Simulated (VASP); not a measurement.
# Li2O (Fm-3m) in VASP: further runs, part 2 of 2

VASP 6.6.1. The steps go on from the part before.

### 3 Single point, PBEsol

INCAR

```
SYSTEM = Li2O
ALGO = Normal
EDIFF = 1E-6
ENCUT = 750
GGA = PS
GGA_COMPAT = .False.
ISIF = 2
ISMEAR = 0
LASPH = .True.
LCHARG = .True.
LELF = .True.
LREAL = .False.
LVHAR = .True.
LWAVE = .False.
NBANDS = 13
NELM = 120
PREC = Accurate
SIGMA = 0.01
```

KPOINTS

```
k-points
0
Gamma
  8 8 8
  0 0 0
```

POSCAR

```
Li2O
1.0
    2.3091863336      2.3091863336      0.0000000000
   -2.3091863336      2.3091863336      0.0000000000
    0.0000000000      2.3091863336      2.3091863336
Li O
2 1
Direct
    0.2500000000      0.7500000000      0.5000000000
    0.7500000000      0.2500000000      0.5000000000
    0.0000000000      0.0000000000      0.0000000000
```

Potentials or basis: VASP PAW PBE potentials, release 64 (Li_sv, O).

Launch:

```console
cat potpaw_PBE.64/Li_sv/POTCAR potpaw_PBE.64/O/POTCAR > POTCAR
mpirun -np 1 vasp_std > vasp.out
```

OUTCAR:

```text
SYSTEM = Li2O
   EDIFF = 1E-6
   ENCUT = 750
   GGA = PS
   ISIF = 2
   ISMEAR = 0
   LASPH = .True.
   LREAL = .False.
   NELM = 120
   PREC = Accurate

 ion  position               nearest neighbor table
   1  0.250  0.750  0.500-   3 2.00   3 2.00   3 2.00   3 2.00   2 2.31   2 2.31   2 2.31   2 2.31
                             2 2.31   2 2.31
   2  0.750  0.250  0.500-   3 2.00   3 2.00   3 2.00   3 2.00   1 2.31   1 2.31   1 2.31   1 2.31
                             1 2.31   1 2.31
   3  0.000  0.000  0.000-   2 2.00   1 2.00   1 2.00   2 2.00   1 2.00   2 2.00   2 2.00   1 2.00

  LATTYP: Found a face centered cubic cell.
 ALAT       =     4.6183726672

  Lattice vectors:

 A1 = (   0.0000000000,   2.3091863336,   2.3091863336)
 A2 = (   2.3091863336,   0.0000000000,   2.3091863336)
 A3 = (   2.3091863336,   2.3091863336,   0.0000000000)

Analysis of symmetry for initial positions (statically):
=====================================================================
 Subroutine PRICEL returns:
 Original cell was already a primitive cell.

 Routine SETGRP: Setting up the symmetry group for a
 face centered cubic supercell.

 Subroutine GETGRP returns: Found 48 space group operations
 (whereof 48 operations were pure point group operations)
 out of a pool of 48 trial point group operations.

The static configuration has the point symmetry O_h .

Analysis of symmetry for dynamics (positions and initial velocities):
=====================================================================
 Subroutine PRICEL returns:
 Original cell was already a primitive cell.

 Routine SETGRP: Setting up the symmetry group for a
 face centered cubic supercell.

 Subroutine GETGRP returns: Found 48 space group operations
 (whereof 48 operations were pure point group operations)
 out of a pool of 48 trial point group operations.

The dynamic configuration has the point symmetry O_h .

 Subroutine INISYM returns: Found 48 space group operations
 (whereof 48 operations are pure point group operations),
 and found     1 'primitive' translations

[... 128 lines left out ...]
 Gauss-broadening in eV      SIGMA  =   0.01
  energy-cutoff  :      750.00
  volume of cell :       24.63
 maximum number of plane-waves:      1174
 NGX is ok and might be reduce to    30
   NGX = 15   NGY = 15   NGZ = 15

 number of electron      12.0000000 magnetization

 Free energy of the ion-electron system (eV)
  ---------------------------------------------------
  ext. energy  EPLUGINS =         0.00000000
  ---------------------------------------------------
  free energy    TOTEN  =       -14.75467932 eV

  energy without entropy =      -14.75467932  energy(sigma->0) =      -14.75467932

 E-fermi :   1.3278     XC(G=0):  -9.9249

 val. band max:        1.2249627048   @ k =   0.0000   0.0000   0.0000
 cond. band min:       6.0501801911   @ k =   0.5000   0.5000   0.0000
 fundamental gap:      4.8252174862
 Fermi energy:         1.3277786253

 k-point     1 :       0.0000    0.0000    0.0000
  band No.  band energies     occupation
      1     -41.0418      2.00000
      2     -40.6908      2.00000
      3     -14.1303      2.00000
      4       1.2250      2.00000
      5       1.2250      2.00000
      6       1.2250      2.00000
      7       6.3860      0.00000
      8      13.0349      0.00000
      9      13.0349      0.00000
     10      13.0349      0.00000
     11      20.0657      0.00000
     12      20.0658      0.00000
     13      20.0658      0.00000
[... 354 lines left out ...]
  band No.  band energies     occupation
      1     -40.8497      2.00000
      2     -40.8491      2.00000
      3     -13.8734      2.00000
      4      -1.2721      2.00000
      5       0.2081      2.00000
      6       0.4063      2.00000
      7       9.0483      0.00000
      8      11.3817      0.00000
      9      14.1661      0.00000
     10      14.5282      0.00000
     11      18.6464      0.00000
     12      18.9987      0.00000
     13      24.0854      0.00000

 [... further k-points ...]

------------------------ aborting loop because EDIFF is reached ----------------------------------------

  FORCE on cell =-STRESS in cart. coord.  units (eV):
  Direction    XX          YY          ZZ          XY          YZ          ZX
  --------------------------------------------------------------------------------------
  -------------------------------------------------------------------------------------
  Total       -0.2958036     -0.2958036     -0.2958036      0.0000000      0.0000000      0.0000000
  in kB      -19.2445210    -19.2445210    -19.2445210      0.0000000      0.0000000      0.0000000
  external PRESSURE =     -19.2445210 kB  Pullay stress =       0.0000000 kB

 VOLUME and BASIS-vectors are now :
 -----------------------------------------------------------------------------
  energy-cutoff  :      750.00
  volume of cell :       24.63
      direct lattice vectors                 reciprocal lattice vectors
     2.309186334  2.309186334  0.000000000     0.216526485  0.216526485 -0.216526485
    -2.309186334  2.309186334  0.000000000    -0.216526485  0.216526485 -0.216526485
     0.000000000  2.309186334  2.309186334     0.000000000  0.000000000  0.433052970

 POSITION                                       TOTAL-FORCE (eV/Angst)
 -----------------------------------------------------------------------------------
     -1.15459      3.46378      1.15459        -0.000000     -0.000000      0.000000
      1.15459      3.46378      1.15459         0.000000      0.000000     -0.000000
      0.00000      0.00000      0.00000        -0.000000      0.000000      0.000000
 -----------------------------------------------------------------------------------
    total drift:                               -0.000000      0.000000     -0.000000

  FREE ENERGIE OF THE ION-ELECTRON SYSTEM (eV)
  ---------------------------------------------------
  free  energy   TOTEN  =       -14.7546793219 eV

  energy  without entropy=      -14.7546793219  energy(sigma->0) =      -14.75467932
```

OSZICAR:

```text
N       E                     dE             d eps       ncg     rms          rms(c)
DAV:   1     0.542828881223E+02    0.54283E+02   -0.72945E+03   754   0.128E+03
DAV:   2    -0.105919065093E+02   -0.64875E+02   -0.61994E+02   912   0.263E+02
DAV:   3    -0.162310300075E+02   -0.56391E+01   -0.55765E+01  1374   0.545E+01
DAV:   4    -0.163644893816E+02   -0.13346E+00   -0.13344E+00   896   0.836E+00
DAV:   5    -0.163663326745E+02   -0.18433E-02   -0.18433E-02  1075   0.739E-01    0.699E+00
DAV:   6    -0.148132419084E+02    0.15531E+01   -0.73929E+00   809   0.143E+01    0.280E+00
DAV:   7    -0.147686194385E+02    0.44622E-01   -0.18533E-01   937   0.302E+00    0.147E+00
DAV:   8    -0.147562079524E+02    0.12411E-01   -0.69571E-02   774   0.252E+00    0.409E-01
DAV:   9    -0.147544400073E+02    0.17679E-02   -0.58519E-03   993   0.647E-01    0.118E-01
DAV:  10    -0.147547008812E+02   -0.26087E-03   -0.53286E-04   864   0.200E-01    0.460E-02
DAV:  11    -0.147546794679E+02    0.21413E-04   -0.47467E-05   969   0.740E-02    0.112E-02
DAV:  12    -0.147546793219E+02    0.14600E-06   -0.51647E-06   958   0.253E-02
   1 F= -.14754679E+02 E0= -.14754679E+02  d E =-.406527E-50
```

Wall time 13 s (1 thread of AMD EPYC 7R43 (Zen 3), shared host); peak memory 0.13 GiB.

Results:

```yaml
Free_energy: -14.7547 eV
Pressure: -1.9 GPa
Band_gap_on_the_k_mesh: 4.83 eV (least direct gap 5.16 eV)
```

Caveat: the PAW data sets were made with another functional, which shifts forces and pressure a little.

### 4 Single point, PBEsol

This run uses another cell than the first one, of 7.82 Å³/atom.

INCAR

```
PREC = Accurate
ENCUT = 750
EDIFF = 1E-6
ISMEAR = 0
SIGMA = 0.01
LREAL = F
LASPH = T
NELM = 120
ALGO = Normal
ISIF = 2
LWAVE = F
LCHARG = F
GGA = PS
NBANDS = 13
GGA_COMPAT = F
```

KPOINTS

```
Automatic mesh
0
Gamma
  8 8 8
```

POSCAR

```
Li2O
1.0
    2.2723854836      2.2723854836      0.0000000000
   -2.2723854836      2.2723854836      0.0000000000
    0.0000000000      2.2723854836      2.2723854836
Li O
2 1
Direct
    0.2500000000      0.7500000000      0.5000000000
    0.7500000000      0.2500000000      0.5000000000
    0.0000000000      0.0000000000      0.0000000000
```

Launch:

```console
cat potpaw_PBE.64/Li_sv/POTCAR potpaw_PBE.64/O/POTCAR > POTCAR
mpirun -np 1 vasp_std > vasp.out
```

Wall time 13 s (1 thread of AMD EPYC 7R43 (Zen 3), shared host); peak memory 0.13 GiB.

It converged, with:

```
Free energy            : -14.7518 eV
Pressure               : 2.2 GPa
Band gap on the k mesh : 4.91 eV (least direct gap 5.52 eV)
```

Levels at points of the mesh, in eV from the valence-band top:
| k point | band 4 | band 5 | band 6 | band 7 | band 8 | band 9 |
| --- | --- | --- | --- | --- | --- | --- |
| (0.00, 0.00, 0.00) | 0.00 | 0.00 | 0.00 | 5.52 | 12.08 | 12.08 |
| (0.50, 0.00, 0.00) | -2.93 | -0.48 | -0.48 | 9.41 | 10.21 | 12.19 |
| (0.50, 0.50, 0.00) | -1.65 | -1.49 | -1.49 | 4.91 | 13.87 | 13.87 |

Caveat: the PAW data sets were made with another functional, which shifts forces and pressure a little.
